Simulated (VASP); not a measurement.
# Sr (Fm-3m) in VASP: single point with PBEsol

Aim: the single point of Sr with PBEsol.

Everything below comes from runs of VASP 6.6.1. Logs are shortened: lines on timing, memory, paths and dates and some standing lists are left out, and cuts for length are marked.

**1. The cell of the first run**

Symmetry: Fm-3m, No. 225, cubic system. Conventional cell: a = 7.438 Å, b = 7.438 Å, c = 7.438 Å, α = 90.00°, β = 90.00°, γ = 90.00°.

**2. Single point, PBEsol**

Contents of INCAR:

```
ALGO = Normal
EDIFF = 1E-6
ENCUT = 520
GGA = PS
ISIF = 2
ISMEAR = -1
LASPH = True
LCHARG = False
LREAL = False
LWAVE = False
NBANDS = 11
NELM = 60
PREC = Accurate
SIGMA = 0.1
```

Contents of KPOINTS:

```
k-points
0
Gamma
  6 6 6
```

Contents of POSCAR:

```
Sr
1.0
    0.0000000000      3.7187610000      3.7187610000
    3.7187610000      0.0000000000      3.7187610000
    3.7187610000      3.7187610000      0.0000000000
Sr
1
Direct
    0.0000000000      0.0000000000      0.0000000000
```

Potentials or basis: VASP PAW PBE potentials, release 64 (Sr_sv).

The run is started by

```bash
> cat potpaw_PBE.64/Sr_sv/POTCAR > POTCAR
> mpirun -np 1 vasp_std > vasp.out
```

OUTCAR:

```text
EDIFF = 1E-6
   ENCUT = 520
   GGA = PS
   ISIF = 2
   ISMEAR = -1
   LASPH = True
   LREAL = False
   NELM = 60
   PREC = Accurate

 ion  position               nearest neighbor table
   1  0.000  0.000  0.000-

  LATTYP: Found a face centered cubic cell.
 ALAT       =     7.4375220000

  Lattice vectors:

 A1 = (   0.0000000000,   3.7187610000,   3.7187610000)
 A2 = (   3.7187610000,   0.0000000000,   3.7187610000)
 A3 = (   3.7187610000,   3.7187610000,   0.0000000000)

Analysis of symmetry for initial positions (statically):
[... 5 lines left out ...]
 face centered cubic supercell.

 Subroutine GETGRP returns: Found 48 space group operations
 (whereof 48 operations were pure point group operations)
 out of a pool of 48 trial point group operations.

The static configuration has the point symmetry O_h .

Analysis of symmetry for dynamics (positions and initial velocities):
[... 5 lines left out ...]
 face centered cubic supercell.

 Subroutine GETGRP returns: Found 48 space group operations
 (whereof 48 operations were pure point group operations)
 out of a pool of 48 trial point group operations.

The dynamic configuration has the point symmetry O_h .

 Subroutine INISYM returns: Found 48 space group operations
 (whereof 48 operations are pure point group operations),
 and found     1 'primitive' translations

----------------------------------------------------------------------------------------

                                     Primitive cell

  volume of cell :     102.8549

  direct lattice vectors                    reciprocal lattice vectors
     0.000000000  3.718761000  3.718761000    -0.134453384  0.134453384  0.134453384
     3.718761000  0.000000000  3.718761000     0.134453384 -0.134453384  0.134453384
     3.718761000  3.718761000  0.000000000     0.134453384  0.134453384 -0.134453384

  length of vectors
     5.259122241  5.259122241  5.259122241     0.232880092  0.232880092  0.232880092

  position of ions in fractional coordinates (direct lattice)
     0.000000000  0.000000000  0.000000000

  ion indices of the primitive-cell ions
   primitive index   ion index
                 1           1

----------------------------------------------------------------------------------------

 KPOINTS: k-points

Automatic generation of k-mesh.
 Grid dimensions read from file:
 generate k-points for:    6    6    6

 Generating k-lattice:

  Cartesian coordinates                     Fractional coordinates (reciprocal lattice)
    -0.022408897  0.022408897  0.022408897     0.166666667  0.000000000  0.000000000
     0.022408897 -0.022408897  0.022408897     0.000000000  0.166666667  0.000000000
     0.022408897  0.022408897 -0.022408897     0.000000000  0.000000000  0.166666667

  Length of vectors
     0.038813349  0.038813349  0.038813349

  Shift w.r.t. Gamma in fractional coordinates (k-lattice)
     0.000000000  0.000000000  0.000000000

 Subroutine IBZKPT returns following result:
 ===========================================

 Found     16 irreducible k-points:

 Following reciprocal coordinates:
            Coordinates               Weight
  0.000000  0.000000  0.000000      1.000000
  0.166667  0.000000  0.000000      8.000000
  0.333333  0.000000  0.000000      8.000000
  0.500000  0.000000  0.000000      4.000000
  0.166667  0.166667  0.000000      6.000000
  0.333333  0.166667  0.000000     24.000000
[... 8 lines left out ...]
 -0.333333  0.333333  0.166667     24.000000
 -0.333333  0.500000  0.166667     12.000000
   k-points           NKPTS =     16   k-points in BZ     NKDIM =     16   number of bands    NBANDS=     11
   number of dos      NEDOS =    301   number of ions     NIONS =      1
   total plane-waves  NPLWV =  64000
   dimension x,y,z NGX =    40 NGY =   40 NGZ =   40
   dimension x,y,z NGXF=    80 NGYF=   80 NGZF=   80
   ions per type =               1
   NGX,Y,Z   is equivalent  to a cutoff of  12.64, 12.64, 12.64 a.u.
   NGXF,Y,Z  is equivalent  to a cutoff of  25.29, 25.29, 25.29 a.u.
 SYSTEM =  unknown system
   PREC   = accura    normal or accurate (medium, high low for compatibility)
   ISTART =      0    job   : 0-new  1-cont  2-samecut
   ICHARG =      2    charge: 1-file 2-atom 10-const
   ISPIN  =      1    spin polarized calculation?
   LNONCOLLINEAR =      F non collinear calculations
   LSORBIT =      F    spin-orbit coupling
   LASPH  =      T    aspherical Exc in radial PAW
   ENCUT  =  520.0 eV  38.22 Ry    6.18 a.u.   9.78  9.78  9.78*2*pi/ulx,y,z
   NELM   =     60;   NELMIN=  2; NELMDL= -5     # of ELM steps
   EDIFF  = 0.1E-05   stopping-criterion for ELM
   LREAL  =      F    real-space projection
   EDIFFG = 0.1E-04   stopping-criterion for IOM
   NSW    =      0    number of steps for IOM
   IBRION =     -1    ionic relax: 0-MD 1-quasi-New 2-CG
   NFREE  =      0    steps in history (QN), initial steepest desc. (CG)
   ISIF   =      2    stress and relaxation
   ISYM   =      2    0-nonsym 1-usesym 2-fastsym
   POTIM  = 0.5000    time-step for ionic-motion
   TEBEG  =    0.0;   TEEND  =   0.0 temperature during run
   PSTRESS=    0.0 pullay stress
   NELECT =      10.0000    total number of electrons
   NUPDOWN=      -1.0000    fix difference up-down
   EMIN   =  10.00;   EMAX   =-10.00  energy-range for DOS
   EFERMI =   0.00;   METHOD = LEGACY
   ISMEAR =    -1;   SIGMA  =   0.10  broadening in eV -4-tet -1-fermi 0-gaus
   EFERMI_NEDOS =   21; number of points for ismear=-14 and -15
   IALGO  =     38    algorithm
   IMIX   =      4    mixing-type and parameters
     AMIX     =   0.40;   BMIX     =  1.00
     AMIX_MAG =   1.60;   BMIX_MAG =  1.00
  volume/ion in A,a.u.               =     102.85       694.10
  Fermi-wavevector in a.u.,A,eV,Ry     =   0.752777  1.422543  7.710065  0.566674
  Thomas-Fermi vector in A             =   1.850066
   LORBIT       =      0    0 simple, 1 ext, 2 COOP (PROOUT), +10 PAW based schemes
   GGA     = PS    functional components
   LHFCALC =     F    Hartree Fock is set to
   AEXX    =    0.0000 exact exchange contribution
   IVDW    =     0    specifies the selected vdW correction
   LEPSILON=     F    determine dielectric tensor
   LRPA    =     F    only Hartree local field effects (RPA)
 non-spin polarized calculation
  energy-cutoff  :      520.00
  volume of cell :      102.85
 maximum number of plane-waves:      2790
   NGX = 19   NGY = 19   NGZ = 19

 number of electron      10.0000000 magnetization

 Free energy of the ion-electron system (eV)
  ---------------------------------------------------
  ext. energy  EPLUGINS =         0.00000000
  ---------------------------------------------------
  free energy    TOTEN  =        -1.18728940 eV

  energy without entropy =       -1.13611472  energy(sigma->0) =       -1.16170206

 E-fermi :  -0.1984     XC(G=0):  -5.7364

 val. band max:       -0.3232643438   @ k =   0.5000   0.0000   0.0000
 cond. band min:      -0.0748749583   @ k =  -0.3333   0.3333   0.1667
 fundamental gap:      0.2483893855
 Fermi energy:        -0.1983515438

 k-point     1 :       0.0000    0.0000    0.0000
  band No.  band energies     occupation
      1     -37.9272      2.00000
      2     -19.8453      2.00000
      3     -19.8453      2.00000
      4     -19.8453      2.00000
      5      -2.8405      2.00000
      6       1.5081      0.00000
      7       1.5081      0.00000
      8       1.5081      0.00000
      9       2.2192      0.00000
     10       2.2192      0.00000
     11       5.2912      0.00000

 k-point     2 :       0.1667    0.0000    0.0000
  band No.  band energies     occupation
      1     -37.9271      2.00000
      2     -19.8492      2.00000
      3     -19.8459      2.00000
      4     -19.8459      2.00000
      5      -2.5830      2.00000
      6       1.1861      0.00000
      7       1.5874      0.00000
      8       1.5874      0.00000
      9       2.1567      0.00000
     10       2.1567      0.00000
     11       4.5748      0.00000

 k-point     3 :       0.3333    0.0000    0.0000
  band No.  band energies     occupation
      1     -37.9268      2.00000
      2     -19.8569      2.00000
      3     -19.8471      2.00000
      4     -19.8471      2.00000
      5      -1.8597      2.00000
      6       0.4450      0.00321
      7       1.5335      0.00000
      8       1.5335      0.00000
      9       2.3997      0.00000
     10       2.3997      0.00000
     11       3.1270      0.00000

 k-point     4 :       0.5000    0.0000    0.0000
  band No.  band energies     occupation
      1     -37.9267      2.00000
      2     -19.8608      2.00000
      3     -19.8478      2.00000
      4     -19.8478      2.00000
      5      -1.0873      1.99972
      6      -0.3233      1.55430
      7       1.4489      0.00000
      8       1.4489      0.00000
      9       2.5732      0.00000
     10       2.7028      0.00000
     11       2.7028      0.00000

 k-point     5 :       0.1667    0.1667    0.0000
  band No.  band energies     occupation
      1     -37.9270      2.00000
      2     -19.8490      2.00000
      3     -19.8468      2.00000
      4     -19.8468      2.00000
      5      -2.4968      2.00000
      6       1.1686      0.00000
      7       1.6351      0.00000
      8       1.6351      0.00000
      9       1.8190      0.00000
     10       2.3282      0.00000
     11       5.0838      0.00000
[... 99 lines left out ...]
 k-point    13 :       0.5000    0.5000    0.0000
  band No.  band energies     occupation
      1     -37.9265      2.00000
      2     -19.8601      2.00000
      3     -19.8514      2.00000
      4     -19.8514      2.00000
      5      -0.4239      1.81029
      6       0.2028      0.03557
      7       0.4659      0.00260
      8       2.1952      0.00000
      9       2.7016      0.00000
     10       2.8336      0.00000
     11       2.8357      0.00000

 k-point    14 :       0.5000    0.3333    0.1667
  band No.  band energies     occupation
      1     -37.9267      2.00000
      2     -19.8569      2.00000
      3     -19.8519      2.00000
      4     -19.8491      2.00000
      5      -1.2269      1.99993
      6       0.5220      0.00149
      7       0.8409      0.00006
      8       1.7229      0.00000
      9       2.2145      0.00000
     10       2.5421      0.00000
     11       2.9147      0.00000

 k-point    15 :      -0.3333    0.3333    0.1667
  band No.  band energies     occupation
      1     -37.9266      2.00000
      2     -19.8575      2.00000
      3     -19.8538      2.00000
      4     -19.8500      2.00000
      5      -0.3605      1.67009
      6      -0.0749      0.45070
      7       0.7107      0.00023
      8       1.3472      0.00000
      9       2.1701      0.00000
     10       2.7231      0.00000
     11       2.8828      0.00000

 k-point    16 :      -0.3333    0.5000    0.1667
  band No.  band energies     occupation
      1     -37.9265      2.00000
      2     -19.8580      2.00000
      3     -19.8536      2.00000
      4     -19.8514      2.00000
      5      -0.0746      0.44972
      6       0.2443      0.02363
      7       0.3721      0.00664
      8       1.0576      0.00001
      9       2.5533      0.00000
     10       2.8348      0.00000
     11       2.9722      0.00000

------------------------ aborting loop because EDIFF is reached ----------------------------------------

  FORCE on cell =-STRESS in cart. coord.  units (eV):
  Direction    XX          YY          ZZ          XY          YZ          ZX
  --------------------------------------------------------------------------------------
  -------------------------------------------------------------------------------------
  Total       -1.5514623     -1.5514623     -1.5514623      0.0000000      0.0000000     -0.0000000
  in kB      -24.1672368    -24.1672368    -24.1672368      0.0000000      0.0000000     -0.0000000
  external PRESSURE =     -24.1672368 kB  Pullay stress =       0.0000000 kB

 VOLUME and BASIS-vectors are now :
 -----------------------------------------------------------------------------
  energy-cutoff  :      520.00
  volume of cell :      102.85
      direct lattice vectors                 reciprocal lattice vectors
     0.000000000  3.718761000  3.718761000    -0.134453384  0.134453384  0.134453384
     3.718761000  0.000000000  3.718761000     0.134453384 -0.134453384  0.134453384
     3.718761000  3.718761000  0.000000000     0.134453384  0.134453384 -0.134453384

 POSITION                                       TOTAL-FORCE (eV/Angst)
 -----------------------------------------------------------------------------------
      0.00000      0.00000      0.00000        -0.000000     -0.000000      0.000000
 -----------------------------------------------------------------------------------
    total drift:                               -0.000000     -0.000000     -0.000000

  FREE ENERGIE OF THE ION-ELECTRON SYSTEM (eV)
  ---------------------------------------------------
  free  energy   TOTEN  =        -1.1872894037 eV

  energy  without entropy=       -1.1361147233  energy(sigma->0) =       -1.16170206
```

Run time: 23 s. Hardware: 1 thread of AMD EPYC 7R43 (Zen 3), shared host; peak memory 0.2 GiB.

Results:

| Quantity | Value |
| --- | --- |
| Free energy | -1.1873 eV |
| Pressure | -2.4 GPa |
| Band gap on the k mesh | zero (band 5 reaches -0.07 eV, above the bottom of band 6 at -0.32 eV) |

Caveat: the PAW data sets were made with another functional, which shifts forces and pressure a little.
